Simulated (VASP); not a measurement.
Input of a VASP 6.6.1 run:

INCAR

```
  PREC = Accurate
  ENCUT = 520
  EDIFF = 1E-6
  ISMEAR = -1
  SIGMA = 0.02
  LREAL = Auto
  LASPH = True
  NELM = 60
  ALGO = Normal
  ISIF = 2
  LWAVE = False
  LCHARG = False
  GGA = PE
  NBANDS = 48
```

The input KPOINTS:

```
Automatic mesh
0
Gamma
  2 2 2
```

Contents of POSCAR:

```
Si
1.0
    0.0000000000      5.4300000000      5.4300000000
    5.4300000000      0.0000000000      5.4300000000
    5.4300000000      5.4300000000      0.0000000000
Si
17
Direct
    0.0129426335     -0.0385927256      0.0131181400
    0.1151756906      0.1239171271      0.1153996317
   -0.0203103131      0.0016239411      0.5095749540
    0.1152332413      0.1237925414      0.6460770718
   -0.0015579190      0.4955266114     -0.0012063536
    0.1376333333      0.5869580110      0.1379552486
   -0.0015297422      0.4953954880      0.5077492634
    0.1176218232      0.6300472376      0.6263702578
    0.5093935543      0.0018204420     -0.0202826888
    0.6459359116      0.1238839779      0.1153694291
    0.5094652855      0.0017332413      0.5096026703
    0.6124270718      0.1631933702      0.6124335175
    0.5074205341      0.4954829650     -0.0012328729
    0.6260177716      0.6302527624      0.1178260589
    0.4874955801      0.5374762431      0.4877081031
    0.6260439227      0.6301684162      0.6263402394
    0.3120383057      0.0641589319      0.3121598527
```

Potentials or basis: VASP PAW PBE potentials, release 64 (Si).

Command:

```console
$ cat potpaw_PBE.64/Si/POTCAR > POTCAR
$ mpirun -np 1 vasp_std > vasp.out
```

Q: Estimate the pressure.

A: 5.3 GPa.

Q: What does it give for the largest force?

A: 0.068 eV/Å.

Q: Predict the band gap on the k mesh.

A: Zero (bands 34 and 35 overlap by 0.08 eV).

Stress tensor (GPa, compression positive):
```
 5.32  0.53 -0.53
 0.53  5.32  0.53
-0.53  0.53  5.31
```

Caveat: the k points lie up to 0.50 Å⁻¹ apart.
